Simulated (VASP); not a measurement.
# TiO2 (C2/c) in VASP: further runs, part 2 of 2

VASP 6.6.1.

**3. Single point, RPBE**

This run uses another cell than the first one, of 11.94 Å³/atom.

Contents of INCAR:

```
ALGO = Normal
EDIFF = 1E-7
ENCUT = 520
GGA = RP
ISIF = 2
ISMEAR = -1
LASPH = True
LCHARG = True
LELF = True
LREAL = False
LVHAR = True
LWAVE = False
NBANDS = 60
NELM = 80
PREC = Accurate
SIGMA = 0.05
```

Contents of KPOINTS:

```
k-points
0
Gamma
  6 6 6
```

Contents of POSCAR:

```
TiO2
1.0
    5.3343535266      0.0000000000     -0.8812738462
    0.0000000000      5.4068077290      0.0000000000
   -1.8658686567      0.0000000000      5.2777421929
Ti O
4 8
Direct
    0.2500018937      0.1249212563      0.2499970025
    0.7499981063      0.6249212563      0.2500029975
    0.7499981063      0.8750787437      0.7500029975
    0.2500018937      0.3750787437      0.7499970025
    0.0442706585      0.1251074763      0.8386294956
    0.9557293415      0.6251074763      0.6613705044
    0.9557293415      0.8748925237      0.1613705044
    0.0442706585      0.3748925237      0.3386294956
    0.5442645663      0.8748898152      0.3386297567
    0.4557354337      0.3748898152      0.1613702433
    0.4557354337      0.1251101848      0.6613702433
    0.5442645663      0.6251101848      0.8386297567
```

Potentials or basis: VASP PAW PBE potentials, release 64 (Ti_sv, O).

On the command line:

```sh
> cat potpaw_PBE.64/Ti_sv/POTCAR potpaw_PBE.64/O/POTCAR > POTCAR
> mpirun -np 1 vasp_std > vasp.out
```

OUTCAR:

```text
EDIFF = 1E-7
   ENCUT = 520
   GGA = RP
   ISIF = 2
   ISMEAR = -1
   LASPH = True
   LREAL = False
   NELM = 80
   PREC = Accurate

 ion  position               nearest neighbor table
   1  0.250  0.125  0.250-  10 1.96   8 1.96   9 1.96   7 1.96   5 2.02  11 2.02
   2  0.750  0.625  0.250-   9 1.96   7 1.96  10 1.96   8 1.96   6 2.02  12 2.02
   3  0.750  0.875  0.750-  12 1.96   6 1.96  11 1.96   5 1.96   7 2.02   9 2.02
   4  0.250  0.375  0.750-  11 1.96   5 1.96  12 1.96   6 1.96   8 2.02  10 2.02
   5  0.044  0.125  0.839-   4 1.96   3 1.96   1 2.02
   6  0.956  0.625  0.661-   3 1.96   4 1.96   2 2.02
   7  0.956  0.875  0.161-   2 1.96   1 1.96   3 2.02
   8  0.044  0.375  0.339-   1 1.96   2 1.96   4 2.02
   9  0.544  0.875  0.339-   2 1.96   1 1.96   3 2.02
  10  0.456  0.375  0.161-   1 1.96   2 1.96   4 2.02
  11  0.456  0.125  0.661-   4 1.96   3 1.96   1 2.02
  12  0.544  0.625  0.839-   3 1.96   4 1.96   2 2.02

  LATTYP: Found a simple monoclinic cell.
 ALAT       =     5.4066598875
[... 218 lines left out ...]
      5     -29.9180      2.00000
      6     -29.8812      2.00000
[... 1501 lines left out ...]
     59       7.5166      0.00000
     60       7.5631      0.00000

 [... further k-points ...]

------------------------ aborting loop because EDIFF is reached ----------------------------------------

  FORCE on cell =-STRESS in cart. coord.  units (eV):
  Direction    XX          YY          ZZ          XY          YZ          ZX
  --------------------------------------------------------------------------------------
  -------------------------------------------------------------------------------------
  Total        0.4766664      0.4772693      0.5579949      0.0000000      0.0000000     -0.0023730
  in kB        5.3283268      5.3350660      6.2374422      0.0000000      0.0000000     -0.0265262
  external PRESSURE =       5.6336117 kB  Pullay stress =       0.0000000 kB

 VOLUME and BASIS-vectors are now :
 -----------------------------------------------------------------------------
  energy-cutoff  :      520.00
  volume of cell :      143.33
      direct lattice vectors                 reciprocal lattice vectors
     5.334353527  0.000000000 -0.881273846     0.199092456  0.000000000  0.070386229
     0.000000000  5.406807729  0.000000000     0.000000000  0.184952018  0.000000000
    -1.865868657  0.000000000  5.277742193     0.033244325  0.000000000  0.201228007

 POSITION                                       TOTAL-FORCE (eV/Angst)
 -----------------------------------------------------------------------------------
      0.86714      0.67543      1.09910        -0.000183     -0.000016     -0.000023
      3.53428      3.37883      0.65850         0.000183     -0.000016      0.000023
      2.60135      4.73138      3.29737         0.000183      0.000016      0.000023
     -0.06580      2.02798      3.73797        -0.000183      0.000016     -0.000023
     -1.32862      0.67643      4.38706        -0.002796     -0.000381     -0.016292
      3.86417      3.37984      2.64828         0.002796     -0.000381      0.016292
      4.79710      4.73038      0.00941         0.002796      0.000381      0.016292
     -0.39568      2.02697      1.74818        -0.002796      0.000381     -0.016292
      2.27146      4.73036      1.30755        -0.002734      0.000317     -0.016381
      2.12996      2.02696      0.45004         0.002734      0.000317      0.016381
      1.19702      0.67645      3.08891         0.002734     -0.000317      0.016381
      1.33853      3.37985      3.94643        -0.002734     -0.000317     -0.016381
 -----------------------------------------------------------------------------------
    total drift:                               -0.000000      0.000000      0.000000

  FREE ENERGIE OF THE ION-ELECTRON SYSTEM (eV)
  ---------------------------------------------------
  free  energy   TOTEN  =      -102.9742239753 eV

  energy  without entropy=     -102.9742239752  energy(sigma->0) =     -102.97422398
```

OSZICAR:

```text
N       E                     dE             d eps       ncg     rms          rms(c)
DAV:   1     0.151809085952E+04    0.15181E+04   -0.47963E+04  9600   0.186E+03
DAV:   2     0.182125356995E+03   -0.13360E+04   -0.12662E+04  9804   0.581E+02
DAV:   3    -0.114532220192E+03   -0.29666E+03   -0.28810E+03 12252   0.240E+02
DAV:   4    -0.136883881775E+03   -0.22352E+02   -0.22301E+02 14768   0.717E+01
DAV:   5    -0.138201259639E+03   -0.13174E+01   -0.13169E+01 14880   0.132E+01    0.433E+01
DAV:   6    -0.103851863153E+03    0.34349E+02   -0.21978E+02 13708   0.961E+01    0.172E+01
DAV:   7    -0.103282004533E+03    0.56986E+00   -0.34892E+01 13236   0.329E+01    0.108E+01
DAV:   8    -0.103109681617E+03    0.17232E+00   -0.64659E+00 12504   0.173E+01    0.493E+00
DAV:   9    -0.102952211428E+03    0.15747E+00   -0.14158E+00 13748   0.729E+00    0.146E+00
DAV:  10    -0.102981585932E+03   -0.29375E-01   -0.17797E-01 11132   0.232E+00    0.698E-01
DAV:  11    -0.102973210949E+03    0.83750E-02   -0.40221E-02 12360   0.916E-01    0.110E-01
DAV:  12    -0.102974213507E+03   -0.10026E-02   -0.31379E-03 10324   0.323E-01    0.104E-01
DAV:  13    -0.102974200539E+03    0.12968E-04   -0.50018E-04 12952   0.115E-01    0.297E-02
DAV:  14    -0.102974215573E+03   -0.15034E-04   -0.78256E-05 13092   0.620E-02    0.160E-02
DAV:  15    -0.102974224142E+03   -0.85691E-05   -0.41246E-05 11864   0.414E-02    0.576E-03
DAV:  16    -0.102974224122E+03    0.20016E-07   -0.28143E-06 13036   0.110E-02    0.292E-03
DAV:  17    -0.102974223924E+03    0.19867E-06   -0.44400E-07  9376   0.440E-03    0.221E-03
DAV:  18    -0.102974223975E+03   -0.51765E-07   -0.24415E-07  7244   0.387E-03
   1 F= -.10297422E+03 E0= -.10297422E+03  d E =-.989228E-10
```

stdout:

```text
POSCAR found type information on POSCAR TiO
 POSCAR found :  2 types and      12 ions
 scaLAPACK will be used
 -----------------------------------------------------------------------------
|                                                                             |
|                                                                             |
|     You enforced a specific xc type in the INCAR file but a different       |
|     I HOPE YOU KNOW WHAT YOU ARE DOING!                                     |
|                                                                             |
 -----------------------------------------------------------------------------

 LDA part: xc-table for (Slater+PW92), standard interpolation
 POSCAR, INCAR and KPOINTS ok, starting setup
 FFT: planning ... GRIDC
 FFT: planning ... GRID_SOFT
 FFT: planning ... GRID
 WAVECAR not read
 entering main loop
```

It took 15 min on 1 thread of Oxide Virtual Turin-like, shared host; peak memory 0.53 GiB.

Results:

| Property | Result |
| --- | --- |
| Free energy | -102.9742 eV |
| Pressure | 0.6 GPa |
| Largest force | 0.017 eV/Å |
| Band gap on the k mesh | 2.12 eV |

Forces on the atoms (eV/Å):
```
Ti   0.000  0.000  0.000
Ti   0.000  0.000  0.000
Ti   0.000  0.000  0.000
Ti   0.000  0.000  0.000
O   -0.003  0.000 -0.016
O    0.003  0.000  0.016
O    0.003  0.000  0.016
O   -0.003  0.000 -0.016
O   -0.003  0.000 -0.016
O    0.003  0.000  0.016
O    0.003  0.000  0.016
O   -0.003  0.000 -0.016
```

Stress tensor (GPa, compression positive):
```
0.53 0.00 0.00
0.00 0.53 0.00
0.00 0.00 0.62
```

Levels at points of the mesh, in eV from the valence-band top:
| k point | band 46 | band 47 | band 48 | band 49 | band 50 | band 51 |
| --- | --- | --- | --- | --- | --- | --- |
| (0.00, 0.00, 0.00) | -0.38 | -0.06 | -0.06 | 2.12 | 2.73 | 3.13 |
| (0.50, 0.00, 0.00) | -0.67 | -0.21 | -0.21 | 2.85 | 2.85 | 3.14 |
| (0.00, 0.50, 0.00) | -0.55 | -0.17 | -0.17 | 2.83 | 2.83 | 2.99 |
| (0.50, 0.50, 0.00) | -0.81 | -0.63 | -0.63 | 3.14 | 3.14 | 3.38 |
| (0.00, 0.00, 0.50) | -0.09 | -0.06 | -0.06 | 2.42 | 2.42 | 3.13 |
| (0.50, 0.00, 0.50) | -0.67 | -0.21 | -0.21 | 2.85 | 2.85 | 3.14 |
| (0.00, 0.50, 0.50) | -0.37 | -0.37 | -0.37 | 2.99 | 2.99 | 2.99 |
| (0.50, 0.50, 0.50) | -0.81 | -0.63 | -0.63 | 3.14 | 3.14 | 3.38 |

Caveat: the PAW data sets were made with another functional, which shifts forces and pressure a little.
